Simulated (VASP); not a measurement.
Input of a VASP 6.6.1 run:

Contents of INCAR:

```
SYSTEM = Pd
PREC = Accurate
ENCUT = 520
EDIFF = 1E-7
ISMEAR = -1
SIGMA = 0.05
LREAL = .FALSE.
LASPH = .TRUE.
NELM = 150
ALGO = Normal
ISIF = 2
LWAVE = .FALSE.
LCHARG = .TRUE.
ISPIN = 2
MAGMOM = 0.5 -0.5
LORBIT = 11
LMAXMIX = 4
GGA = CA
LELF = .TRUE.
LVHAR = .TRUE.
NBANDS = 21
```

KPOINTS

```
regular mesh
0
G
  12 12 12
  0 0 0
```

Contents of POSCAR:

```
Pd
1.0
    3.1713966926      0.0000000000      0.0000000000
    0.0000000000      3.1713966926      0.0000000000
    0.0000000000      0.0000000000      3.1713966926
Pd
2
Direct
    0.0000000000      0.0000000000      0.0000000000
    0.5000000000      0.5000000000      0.5000000000
```

Potentials or basis: VASP PAW LDA potentials, release 64 (Pd).

Launch:

```bash
$ cat potpaw_LDA.64/Pd/POTCAR > POTCAR
$ mpirun -np 1 vasp_std > vasp.out
```

Estimate the band gap on the k mesh.

zero (filled and empty bands overlap).

What does it give for the pressure?

-18.1 GPa.

Caveat: the cell stands under tension.
